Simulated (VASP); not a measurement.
**KF: single point with r2SCAN**

Crystal: KF.

```
K F
1.0
     0.00000    2.60666    2.60666
     2.60666    0.00000    2.60666
     2.60666    2.60666    0.00000
K F
1 1
Direct
  0.00000 0.00000 0.00000
  0.50000 0.50000 0.50000
```

This cell differs from its parent crystal: strain -0.025 along x and y, -0.025 along z.

* Program: VASP 6.6.1
* Task: single point
* Functional: r2SCAN
* Potentials or basis: VASP PAW PBE potentials, release 64 (K_sv, F)
* Cutoff: 520 eV
* k mesh: 8 × 8 × 8
* Occupations: gaussian, width 0.05 eV
* Spin: no spin polarisation

```json
{
  "Pressure": "2.5 GPa",
  "Band gap on the k mesh": "7.24 eV"
}
```

Levels at points of the mesh, in eV from the valence-band top:
```csv
k point,band 6,band 7,band 8,band 9,band 10,band 11
"(0.00, 0.00, 0.00)",0.00,0.00,0.00,7.24,11.65,11.65
"(0.50, 0.00, 0.00)",-0.85,-0.40,-0.40,9.99,11.83,13.28
"(0.50, 0.50, 0.00)",-0.16,-0.03,-0.03,8.81,11.65,13.05
```

It took 120 s on 1 thread of Intel Xeon 8259CL, with other jobs on the host, peak memory 0.17 GiB.

Caveat: the cell differs from its parent crystal (strain -0.025 along x and y, -0.025 along z); the PAW data sets were made with another functional, which shifts forces and pressure a little. A k mesh can miss the band edges.
